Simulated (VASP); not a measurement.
Input of a VASP 6.6.1 run:

Contents of INCAR:

```
SYSTEM = Bi4BN3
PREC = Accurate
ENCUT = 520
EDIFF = 1E-6
ISMEAR = 0
SIGMA = 0.1
LREAL = .False.
LASPH = .True.
NELM = 80
ALGO = Fast
ISIF = 2
LWAVE = .False.
LCHARG = .True.
GGA = PE
LELF = .True.
LVHAR = .True.
NBANDS = 49
```

Contents of KPOINTS:

```
regular mesh
0
Gamma
  6 6 6
  0 0 0
```

Contents of POSCAR:

```
Bi4BN3
1.0
    3.6596510877     -3.5567054676      0.0267510366
    3.6596510877      3.5567054676      0.0267510366
   -0.2536130556      0.0000000000      5.4626232453
B Bi N
1 4 3
Direct
    0.3819117847      0.3819117847      0.6666251638
    0.8837535822      0.3994019543      0.5975204802
    0.3994019543      0.8837535822      0.5975204802
    0.3892972991      0.3892972991      0.1270337112
    0.8898380778      0.8898380778      0.1274539193
    0.3342941895      0.8502325432      0.1883575928
    0.8502325432      0.3342941895      0.1883575928
    0.8428794489      0.8428794489      0.5329502224
```

Potentials or basis: VASP PAW PBE potentials, release 64 (B, Bi_d, N).

Launch:

```console
$ cat potpaw_PBE.64/B/POTCAR potpaw_PBE.64/Bi_d/POTCAR potpaw_PBE.64/N/POTCAR > POTCAR
$ mpirun -np 1 vasp_std > vasp.out
```

**Question.** Predict the band gap on the k mesh.

**Answer.** Zero (bands 39 and 40 overlap by 1.67 eV).

**Question.** Estimate the largest force.

**Answer.** 0.038 eV/Å.

**Question.** Predict the pressure.

**Answer.** 3.0 GPa.

Forces in eV/Å, atoms in the order of the input:
```
B   -0.001  0.000 -0.005
Bi  -0.004 -0.010  0.024
Bi  -0.004  0.010  0.024
Bi  -0.018  0.000  0.001
Bi  -0.021  0.000 -0.032
N    0.018 -0.004 -0.012
N    0.018  0.004 -0.012
N    0.014  0.000  0.013
```

Caveat: spin-orbit coupling is left out, which moves the levels of the heavy elements.
